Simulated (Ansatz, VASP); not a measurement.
## Two plane-wave programs on Be7S

```
CELL_PARAMETERS angstrom
4.74791 0.00000 0.00000
-2.37396 4.11181 0.00000
0.00000 0.00000 3.79981
ATOMIC_POSITIONS crystal
Be 0.50500 0.01001 0.00000
Be 0.63810 0.81905 0.50000
Be 0.50500 0.49500 0.00000
Be 0.18095 0.81905 0.50000
Be 0.98999 0.49500 0.00000
Be 0.18095 0.36190 0.50000
Be 0.66667 0.33333 0.50000
S 0.00000 0.00000 0.00000
```

Alike in both runs: functional PBE; k mesh 4 × 4 × 4; occupations gaussian, width 0.2 eV; no spin polarisation.

Ansatz relaxed the structure, and its values are those at the end. VASP's run is a single point on that final structure, the one shown.

|  | VASP | Ansatz |
| --- | --- | --- |
| version | VASP 6.6.1 | Ansatz 0.2.0 |
| potentials or method | VASP PAW PBE potentials, release 64 (Be, S), cutoff 600 eV | scalar-relativistic, plane waves, PAW |
| valence electrons in the cell | 20 | 20 |

```csv
,VASP,Ansatz,Ansatz less VASP
gap on the k mesh at the Fermi level (eV),none,none,-
pressure (GPa),-0.1,-0.2,-0.09
rms of the force components (eV/Å),0.004,0.003,-0.0007
```

A gap of «none» marks a metal or a gap that the smearing closes.

The k mesh is coarse, so the values compare programs but aren't converged.
